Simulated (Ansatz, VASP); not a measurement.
# TiSi in VASP and in Ansatz

Contents of INCAR:

```
SYSTEM = TiSi
PREC = Accurate
ENCUT = 500
EDIFF = 1E-6
ISMEAR = -1
SIGMA = 0.1
LREAL = .FALSE.
LASPH = .TRUE.
NELM = 120
ALGO = Normal
ISIF = 2
LWAVE = .FALSE.
LCHARG = .FALSE.
GGA = PS
NBANDS = 15
GGA_COMPAT = .FALSE.
```

KPOINTS

```
regular mesh
0
G
  14 14 14
  0 0 0
```

POSCAR

```
TiSi
1.0
    0.0000000000      2.3422784513      2.3422784513
    2.3422784513      0.0000000000      2.3422784513
    2.3422784513      2.3422784513      0.0000000000
Ti Si
1 1
Direct
    0.0000000000      0.0000000000      0.0000000000
    0.5000000000      0.5000000000      0.5000000000
```

Input for Ansatz:

```yaml
crystal:
  lattice:
    - [0.0, 2.3422784513, 2.3422784513]
    - [2.3422784513, 0.0, 2.3422784513]
    - [2.3422784513, 2.3422784513, 0.0]
  atoms:
    - { symbol: Ti, position: [0.0, 0.0, 0.0] }
    - { symbol: Si, position: [0.5, 0.5, 0.5] }
kpoints:
  mp_grid: { grid: [14, 14, 14] }
scf:
  occupations: { method: fermi_dirac, width: 0.1 }
hamiltonian:
  xc: pbesol
  pseudopotentials: { kind: paw }
output:
  forces: true
  stress: true
  eigenvalues: true
```

Change from the starting cell: volume scaled by 0.804, to set the pressure.

Alike in both runs: task single point; functional PBEsol; k mesh 14 × 14 × 14; occupations fermi-dirac, width 0.1 eV; no spin polarisation.

|  | VASP | Ansatz |
| --- | --- | --- |
| version | VASP 6.6.1 | Ansatz 0.2.0 |
| potentials or method | VASP PAW PBE potentials, release 64 (Ti_sv, Si) | PAW with Ansatz's default frozen-core files, scalar-relativistic |
| plane-wave cutoff (eV) | 500 | 420 |
| valence electrons in the cell | 16 | 16 |

|  | VASP | Ansatz | Ansatz less VASP |
| --- | --- | --- | --- |
| pressure (GPa) | 40.3 | 40.2 | -0.09 |

VASP's potentials were made for PBE, not for PBEsol. Both programs put the cell under a high pressure, so it lies far from rest at this level.
